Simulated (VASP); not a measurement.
# Sr4Ti4O11 (a cell with a defect) in VASP: relaxation of the atoms with r2SCAN

Aim: the relaxation of the atoms of Sr4Ti4O11 (a cell with a defect) with r2SCAN.

Everything below comes from runs of VASP 6.6.1. Logs are shortened: lines on timing, memory, paths and dates and some standing lists are left out, and cuts for length are marked.

## 1. The cell of the first run

The cell holds a defect, 19 atoms: a = 6.768 Å, b = 6.768 Å, c = 6.768 Å, α = 109.47°, β = 109.47°, γ = 109.47°.

## 2. Relaxation of the atoms, r2SCAN (atoms taken out)

POSCAR reads:

```
Sr4Ti4O11
1.0
   -3.9072701075      3.9072701075      3.9072701075
    3.9072701075     -3.9072701075      3.9072701075
    3.9072701075      3.9072701075     -3.9072701075
Sr Ti O
4 4 11
Direct
    0.5000000000      0.0000000000      0.5000000000
    0.0000000000      0.5000000000      0.5000000000
    0.0000000000      0.0000000000      0.0000000000
    0.5000000000      0.5000000000      0.0000000000
    0.5000000000      0.5000000000      0.5000000000
    0.0000000000      0.0000000000      0.5000000000
    0.0000000000      0.5000000000      0.0000000000
    0.5000000000      0.0000000000      0.0000000000
    0.2500000000      0.2500000000      0.5000000000
    0.2500000000      0.0000000000      0.7500000000
    0.2500000000      0.5000000000      0.2500000000
    0.7500000000      0.0000000000      0.2500000000
    0.7500000000      0.7500000000      0.5000000000
    0.7500000000      0.2500000000      0.0000000000
    0.2500000000      0.7500000000      0.0000000000
    0.5000000000      0.2500000000      0.2500000000
    0.0000000000      0.7500000000      0.2500000000
    0.0000000000      0.2500000000      0.7500000000
    0.5000000000      0.7500000000      0.7500000000
```

INCAR.step1 reads:

```
SYSTEM = Sr4Ti4O11
PREC = Accurate
ENCUT = 520
ISMEAR = 0
SIGMA = 0.02
LREAL = Auto
LASPH = .True.
NELM = 100
NELECT = 152.0
GGA = PE
ALGO = Normal
EDIFF = 1E-4
LWAVE = .True.
LCHARG = .False.
KPAR = 2
NCORE = 2
```

INCAR.step2 reads:

```
SYSTEM = Sr4Ti4O11
PREC = Accurate
ENCUT = 520
EDIFF = 1E-6
ISMEAR = 0
SIGMA = 0.02
LREAL = Auto
LASPH = .True.
NELM = 100
ALGO = Normal
ISIF = 2
LWAVE = .False.
LCHARG = .False.
METAGGA = R2SCAN
LMIXTAU = .True.
IBRION = 2
NSW = 80
EDIFFG = -0.02
NELECT = 152.0
ISTART = 1
KPAR = 2
NCORE = 2
```

KPOINTS reads:

```
Automatic mesh
0
Gamma
  2 2 2
  0.5 0.5 0.5
```

Potentials or basis: VASP PAW PBE potentials, release 64 (Sr_sv, Ti_sv, O).

Run with:

```sh
$ cat potpaw_PBE.64/Sr_sv/POTCAR potpaw_PBE.64/Ti_sv/POTCAR potpaw_PBE.64/O/POTCAR > POTCAR
$ cp INCAR.step1 INCAR
$ mpirun -np 4 vasp_std > vasp.out
$ cp INCAR.step2 INCAR
$ mpirun -np 4 vasp_std > vasp.out
```

OUTCAR:

```text
SYSTEM = Sr4Ti4O11
   PREC = Accurate
   ENCUT = 520
   EDIFF = 1E-6
   ISMEAR = 0
   LREAL = Auto
   LASPH = .True.
   NELM = 100
   ISIF = 2
   METAGGA = R2SCAN
   IBRION = 2
   NSW = 80
   EDIFFG = -0.02
   NELECT = 152.0
   ISTART = 1

 ion  position               nearest neighbor table
   1  0.500  0.000  0.500-  18 2.76  11 2.76  17 2.76  13 2.76  14 2.76  16 2.76   9 2.76  19 2.76
                            15 2.76  10 2.76  12 2.76   8 3.38   8 3.38   5 3.38   5 3.38   6 3.38
   2  0.000  0.500  0.500-  10 2.76  19 2.76  12 2.76  16 2.76  15 2.76  17 2.76  18 2.76   9 2.76
                            14 2.76  11 2.76  13 2.76   8 3.38   7 3.38   5 3.38   6 3.38   6 3.38
   3  0.000  0.000  0.000-  11 2.76  16 2.76  19 2.76  12 2.76  14 2.76  15 2.76  10 2.76  17 2.76
                            18 2.76  13 2.76   9 2.76   8 3.38   5 3.38   6 3.38   6 3.38   7 3.38
   4  0.500  0.500  0.000-  12 2.76  17 2.76  10 2.76  18 2.76  15 2.76  16 2.76  11 2.76  19 2.76
                             9 2.76  13 2.76  14 2.76   8 3.38   5 3.38   5 3.38   8 3.38   6 3.38
   5  0.500  0.500  0.500-   9 1.95  11 1.95  13 1.95  16 1.95  19 1.95   2 3.38   3 3.38   4 3.38
                             1 3.38   4 3.38   1 3.38   2 3.38   3 3.38
   6  0.000  0.000  0.500-   9 1.95  10 1.95  12 1.95  13 1.95  17 1.95  18 1.95   3 3.38   4 3.38
                             1 3.38   2 3.38   3 3.38   2 3.38   1 3.38   4 3.38
   7  0.000  0.500  0.000-  11 1.95  14 1.95  15 1.95  17 1.95  18 1.95   2 3.38   3 3.38   4 3.38
                             1 3.38   2 3.38   3 3.38   4 3.38   1 3.38
   8  0.500  0.000  0.000-  10 1.95  12 1.95  14 1.95  15 1.95  16 1.95  19 1.95   3 3.38   4 3.38
                             1 3.38   2 3.38   1 3.38   4 3.38   3 3.38   2 3.38
   9  0.250  0.250  0.500-   5 1.95   6 1.95   4 2.76   1 2.76   2 2.76   3 2.76
  10  0.250  0.000  0.750-   6 1.95   8 1.95   4 2.76   2 2.76   1 2.76   3 2.76
  11  0.250  0.500  0.250-   5 1.95   7 1.95   1 2.76   3 2.76   4 2.76   2 2.76
  12  0.750  0.000  0.250-   6 1.95   8 1.95   2 2.76   4 2.76   3 2.76   1 2.76
  13  0.750  0.750  0.500-   5 1.95   6 1.95   3 2.76   1 2.76   2 2.76   4 2.76
  14  0.750  0.250  0.000-   7 1.95   8 1.95   4 2.76   2 2.76   3 2.76   1 2.76
  15  0.250  0.750  0.000-   7 1.95   8 1.95   4 2.76   1 2.76   3 2.76   2 2.76
  16  0.500  0.250  0.250-   5 1.95   8 1.95   2 2.76   3 2.76   4 2.76   1 2.76
  17  0.000  0.750  0.250-   6 1.95   7 1.95   1 2.76   4 2.76   3 2.76   2 2.76
  18  0.000  0.250  0.750-   6 1.95   7 1.95   4 2.76   1 2.76   2 2.76   3 2.76
  19  0.500  0.750  0.750-   5 1.95   8 1.95   3 2.76   2 2.76   4 2.76   1 2.76

  LATTYP: Found a body centered cubic cell.
 ALAT       =     7.8145402150

  Lattice vectors:

 A1 = (  -3.9072701075,   3.9072701075,   3.9072701075)
 A2 = (   3.9072701075,  -3.9072701075,   3.9072701075)
 A3 = (   3.9072701075,   3.9072701075,  -3.9072701075)

Analysis of symmetry for initial positions (statically):
=====================================================================
 Subroutine PRICEL returns:
 Original cell was already a primitive cell.

 Routine SETGRP: Setting up the symmetry group for a
 body centered cubic supercell.

 Subroutine GETGRP returns: Found 16 space group operations
 (whereof  4 operations were pure point group operations)
 out of a pool of 48 trial point group operations.

The static configuration has the point symmetry C_2v.
 The point group associated with its full space group is D_4h.

Analysis of symmetry for dynamics (positions and initial velocities):
=====================================================================
 Subroutine PRICEL returns:
 Original cell was already a primitive cell.

 Routine SETGRP: Setting up the symmetry group for a
 body centered cubic supercell.

 Subroutine GETGRP returns: Found 16 space group operations
 (whereof  4 operations were pure point group operations)
 out of a pool of 48 trial point group operations.

The dynamic configuration has the point symmetry C_2v.
 The point group associated with its full space group is D_4h.

 Subroutine INISYM returns: Found 16 space group operations
 (whereof  4 operations are pure point group operations),
 and found     1 'primitive' translations

----------------------------------------------------------------------------------------

                                     Primitive cell

  volume of cell :     238.6054

  direct lattice vectors                    reciprocal lattice vectors
    -3.907270108  3.907270108  3.907270108     0.000000000  0.127966582  0.127966582
     3.907270108 -3.907270108  3.907270108     0.127966582  0.000000000  0.127966582
     3.907270108  3.907270108 -3.907270108     0.127966582  0.127966582  0.000000000

  length of vectors
     6.767590345  6.767590345  6.767590345     0.180972076  0.180972076  0.180972076

  position of ions in fractional coordinates (direct lattice)
     0.500000000  0.000000000  0.500000000
     0.000000000  0.500000000  0.500000000
     0.000000000  0.000000000  0.000000000
     0.500000000  0.500000000  0.000000000
     0.500000000  0.500000000  0.500000000
     0.000000000  0.000000000  0.500000000
[... 11 lines left out ...]
     0.000000000  0.250000000  0.750000000
     0.500000000  0.750000000  0.750000000

  ion indices of the primitive-cell ions
   primitive index   ion index
                 1           1
                 2           2
                 3           3
                 4           4
                 5           5
                 6           6
[... 11 lines left out ...]
                18          18
                19          19

----------------------------------------------------------------------------------------

 KPOINTS: Automatic mesh

Automatic generation of k-mesh.
 Grid dimensions read from file:
 generate k-points for:    2    2    2

 Generating k-lattice:

  Cartesian coordinates                     Fractional coordinates (reciprocal lattice)
     0.000000000  0.063983291  0.063983291     0.500000000  0.000000000  0.000000000
     0.063983291  0.000000000  0.063983291     0.000000000  0.500000000  0.000000000
     0.063983291  0.063983291  0.000000000     0.000000000  0.000000000  0.500000000

  Length of vectors
     0.090486038  0.090486038  0.090486038

  Shift w.r.t. Gamma in fractional coordinates (k-lattice)
     0.500000000  0.500000000  0.500000000

 Subroutine IBZKPT returns following result:
 ===========================================

 Found      3 irreducible k-points:

 Following reciprocal coordinates:
            Coordinates               Weight
  0.250000  0.250000  0.250000      2.000000
 -0.250000  0.250000  0.250000      4.000000
  0.250000 -0.250000  0.250000      2.000000
   k-points           NKPTS =      3   k-points in BZ     NKDIM =      3   number of bands    NBANDS=     91
   number of dos      NEDOS =    301   number of ions     NIONS =     19
   total plane-waves  NPLWV = 125000
   dimension x,y,z NGX =    50 NGY =   50 NGZ =   50
   dimension x,y,z NGXF=   100 NGYF=  100 NGZF=  100
   ions per type =               4   4  11
   NGX,Y,Z   is equivalent  to a cutoff of  12.28, 12.28, 12.28 a.u.
   NGXF,Y,Z  is equivalent  to a cutoff of  24.57, 24.57, 24.57 a.u.
 SYSTEM =  Sr4Ti4O11
   PREC   = accura    normal or accurate (medium, high low for compatibility)
   ISTART =      1    job   : 0-new  1-cont  2-samecut
   ICHARG =      0    charge: 1-file 2-atom 10-const
   ISPIN  =      1    spin polarized calculation?
   LNONCOLLINEAR =      F non collinear calculations
   LSORBIT =      F    spin-orbit coupling
   LASPH  =      T    aspherical Exc in radial PAW
   ENCUT  =  520.0 eV  38.22 Ry    6.18 a.u.  12.58 12.58 12.58*2*pi/ulx,y,z
   NELM   =    100;   NELMIN=  2; NELMDL=  0     # of ELM steps
   EDIFF  = 0.1E-05   stopping-criterion for ELM
   LREAL  =      T    real-space projection
   EDIFFG = -.2E-01   stopping-criterion for IOM
   NSW    =     80    number of steps for IOM
   IBRION =      2    ionic relax: 0-MD 1-quasi-New 2-CG
   NFREE  =      1    steps in history (QN), initial steepest desc. (CG)
   ISIF   =      2    stress and relaxation
   ISYM   =      2    0-nonsym 1-usesym 2-fastsym
   POTIM  = 0.5000    time-step for ionic-motion
   TEBEG  =    0.0;   TEEND  =   0.0 temperature during run
   PSTRESS=    0.0 pullay stress
   NELECT =     152.0000    total number of electrons
   NUPDOWN=      -1.0000    fix difference up-down
   EMIN   =  10.00;   EMAX   =-10.00  energy-range for DOS
   EFERMI =   0.00;   METHOD = LEGACY
   ISMEAR =     0;   SIGMA  =   0.02  broadening in eV -4-tet -1-fermi 0-gaus
   EFERMI_NEDOS =   21; number of points for ismear=-14 and -15
   IALGO  =     38    algorithm
   IMIX   =      4    mixing-type and parameters
     AMIX     =   0.40;   BMIX     =  1.00
     AMIX_MAG =   1.60;   BMIX_MAG =  1.00
  volume/ion in A,a.u.               =      12.56        84.75
  Fermi-wavevector in a.u.,A,eV,Ry     =   1.408627  2.661919 26.997078  1.984229
  Thomas-Fermi vector in A             =   2.530765
   LORBIT       =      0    0 simple, 1 ext, 2 COOP (PROOUT), +10 PAW based schemes
   METAGGA = R2SCAN    functional components
   LHFCALC =     F    Hartree Fock is set to
   AEXX    =    0.0000 exact exchange contribution
   IVDW    =     0    specifies the selected vdW correction
   LEPSILON=     F    determine dielectric tensor
   LRPA    =     F    only Hartree local field effects (RPA)
 conjugate gradient relaxation of ions
 non-spin polarized calculation
 Gauss-broadening in eV      SIGMA  =   0.02
  energy-cutoff  :      520.00
  volume of cell :      238.61
 maximum number of plane-waves:      6428
 NGX is ok and might be reduce to    50
   NGX = 25   NGY = 25   NGZ = 25

--------------------------------------- Ionic step        1  -------------------------------------------

 number of electron     152.0000002 magnetization

 Free energy of the ion-electron system (eV)
  ---------------------------------------------------
  ext. energy  EPLUGINS =         0.00000000
  ---------------------------------------------------
  free energy    TOTEN  =      -252.04199478 eV

  energy without entropy =     -252.04199478  energy(sigma->0) =     -252.04199478

------------------------ aborting loop because EDIFF is reached ----------------------------------------

  FORCE on cell =-STRESS in cart. coord.  units (eV):
  Direction    XX          YY          ZZ          XY          YZ          ZX
  --------------------------------------------------------------------------------------
  -------------------------------------------------------------------------------------
  Total      -15.9590125    -23.5516518    -15.9590125      0.0000000     -0.0000000      0.0000000
  in kB     -107.1608877   -158.1436134   -107.1608877      0.0000000     -0.0000000      0.0000000
  external PRESSURE =    -124.1551296 kB  Pullay stress =       0.0000000 kB
[... 140 lines left out ...]
  FREE ENERGIE OF THE ION-ELECTRON SYSTEM (eV)
  ---------------------------------------------------
  free  energy   TOTEN  =      -253.3854697290 eV

  energy  without entropy=     -253.3854697290  energy(sigma->0) =     -253.38546973

[... ionic steps 4 to 7 ...]

--------------------------------------- Ionic step        8  -------------------------------------------

 number of electron     151.9999995 magnetization

------------------------ aborting loop because EDIFF is reached ----------------------------------------
[... 101 lines left out ...]
--------------------------------------- Ionic step       10  -------------------------------------------

 number of electron     151.9999995 magnetization

 Free energy of the ion-electron system (eV)
  ---------------------------------------------------
  ext. energy  EPLUGINS =         0.00000000
  ---------------------------------------------------
  free energy    TOTEN  =      -253.64268117 eV

  energy without entropy =     -253.64268117  energy(sigma->0) =     -253.64268117

 E-fermi :   3.9073     XC(G=0): -11.5613

 val. band max:        3.6533321195   @ k =   0.2500  -0.2500   0.2500
 cond. band min:       5.9742572705   @ k =   0.2500  -0.2500   0.2500
 fundamental gap:      2.3209251510
 Fermi energy:         3.9072761562

 k-point     1 :       0.2500    0.2500    0.2500
  band No.  band energies     occupation
      1     -55.2414      2.00000
      2     -55.2414      2.00000
      3     -55.1593      2.00000
      4     -55.1570      2.00000
      5     -30.6620      2.00000
      6     -30.5660      2.00000
[... 262 lines left out ...]
     87       7.8676      0.00000
     88       8.0947      0.00000
 [bands above 88 left out]

------------------------ aborting loop because EDIFF is reached ----------------------------------------

  FORCE on cell =-STRESS in cart. coord.  units (eV):
  Direction    XX          YY          ZZ          XY          YZ          ZX
  --------------------------------------------------------------------------------------
  -------------------------------------------------------------------------------------
  Total      -17.7109862    -16.6900281    -17.7109862     -0.0000000     -0.0000000      0.0000000
  in kB     -118.9249646   -112.0694797   -118.9249646     -0.0000000     -0.0000000      0.0000000
  external PRESSURE =    -116.6398030 kB  Pullay stress =       0.0000000 kB
[... 34 lines left out ...]
  FREE ENERGIE OF THE ION-ELECTRON SYSTEM (eV)
  ---------------------------------------------------
  free  energy   TOTEN  =      -253.6426811708 eV

  energy  without entropy=     -253.6426811708  energy(sigma->0) =     -253.64268117

 reached required accuracy - stopping structural energy minimisation
```

Run time: 18 min. Hardware: 4 MPI ranks of Oxide Virtual Turin-like, shared host; peak memory 0.28 GiB.

What came out:

| Item | Value |
| --- | --- |
| Free energy | -253.6427 eV |
| Energy gained by relaxing | 84.2 meV/atom |
| Ionic steps | 10 |
| Largest force after relaxing | 0.017 eV/Å |

Forces on the atoms (eV/Å):
```
Sr   0.012  0.000  0.012
Sr   0.012  0.000 -0.012
Sr  -0.012  0.000 -0.012
Sr  -0.012  0.000  0.012
Ti   0.000 -0.013  0.000
Ti   0.000  0.000  0.000
Ti   0.000  0.013  0.000
Ti   0.000  0.000  0.000
O    0.000 -0.003 -0.009
O    0.000  0.000  0.000
O    0.000  0.000  0.000
O    0.000  0.000  0.000
O    0.000 -0.003  0.009
O    0.000  0.003 -0.009
O    0.000  0.003  0.009
O   -0.009 -0.003  0.000
O    0.009  0.003  0.000
O   -0.009  0.003  0.000
O    0.009 -0.003  0.000
```

Step by step:
| step | energy change (eV) | largest force (eV/Å) | pressure (GPa) |
| --- | --- | --- | --- |
| 1 | 0.0000 | 5.0470 | -12.42 |
| 2 | -0.8686 | 4.8627 | -8.07 |
| 3 | -1.3435 | 0.5277 | -10.15 |
| 4 | -1.4437 | 0.4177 | -10.54 |
| 5 | -1.5958 | 0.0968 | -11.60 |
| 6 | -1.5990 | 0.1383 | -11.75 |
| 7 | -1.5978 | 0.2038 | -11.57 |
| 8 | -1.6003 | 0.0405 | -11.68 |
| 9 | -1.6003 | 0.0416 | -11.68 |
| 10 | -1.6007 | 0.0172 | -11.66 |

Final structure:
```
CELL_PARAMETERS angstrom
-3.90727 3.90727 3.90727
3.90727 -3.90727 3.90727
3.90727 3.90727 -3.90727
ATOMIC_POSITIONS crystal
Sr 0.49839 0.99678 0.49839
Sr 0.00161 0.50000 0.49839
Sr 0.00161 0.00322 0.00161
Sr 0.49839 0.50000 0.00161
Ti 0.48444 0.50000 0.48444
Ti 0.00000 0.00000 0.50000
Ti 0.01556 0.50000 0.01556
Ti 0.50000 0.00000 0.00000
O 0.27501 0.25622 0.51879
O 0.25000 0.00000 0.75000
O 0.25000 0.50000 0.25000
O 0.75000 0.00000 0.25000
O 0.76256 0.74378 0.51879
O 0.73744 0.25622 0.98121
O 0.22499 0.74378 0.98121
O 0.51879 0.25622 0.27501
O 0.98121 0.74378 0.22499
O 0.98121 0.25622 0.73744
O 0.51879 0.74378 0.76256
```

Levels at points of the mesh, in eV from the Fermi level:
```tsv
k point	band 74	band 75	band 76	band 77	band 78	band 79
(0.25, 0.25, 0.25)	-1.05	-0.88	-0.73	2.70	2.76	2.76
```

Caveat: the k points lie up to 0.57 Å⁻¹ apart; the cell carries a net charge on a neutralising background, which shifts energy and pressure; the cell differs from its parent crystal (atoms taken out); the cell is charged against a uniform background, so pressure and absolute levels hang on convention; the PAW data sets were made with another functional, which shifts forces and pressure a little.
